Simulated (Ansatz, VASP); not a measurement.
GeCl5 in VASP and in Ansatz

```
Ge Cl
1.0
     4.93976    0.00000    0.00000
     0.00000    4.93976    0.00000
     0.00000    0.00000    6.81518
Ge Cl
1 5
Direct
  0.50000 0.50000 0.00000
  0.00000 0.50000 0.18901
  0.50000 0.00000 0.18901
  0.00000 0.50000 0.81099
  0.50000 0.00000 0.81099
  0.00000 0.00000 0.50000
```

Alike in both runs: functional PBE; k mesh 8 × 8 × 6; occupations gaussian, width 0.1 eV; no spin polarisation.

Ansatz relaxed the structure, and its values are those at the end. VASP's run is a single point on that final structure, the one shown.

```csv
,VASP,Ansatz
version,VASP 6.6.1,Ansatz 0.2.0
potentials or method,"VASP PAW PBE potentials, release 64 (Ge_d, Cl), cutoff 520 eV","scalar-relativistic, plane waves, PAW"
valence electrons in the cell,49,49
```

VASP gave:

```
gap on the k mesh at the Fermi level (eV) : none
pressure (GPa)                            : -0.1
rms of the force components (eV/Å)        : 0.006
```

Problem. Which values does Ansatz return?

Solution. gap on the k mesh at the Fermi level (eV): none; pressure (GPa): 0.0; rms of the force components (eV/Å): 0.000.

A gap of «none» marks a metal or a gap that the smearing closes. The functional is the same, so the differences come from potentials, cutoffs and numerics.
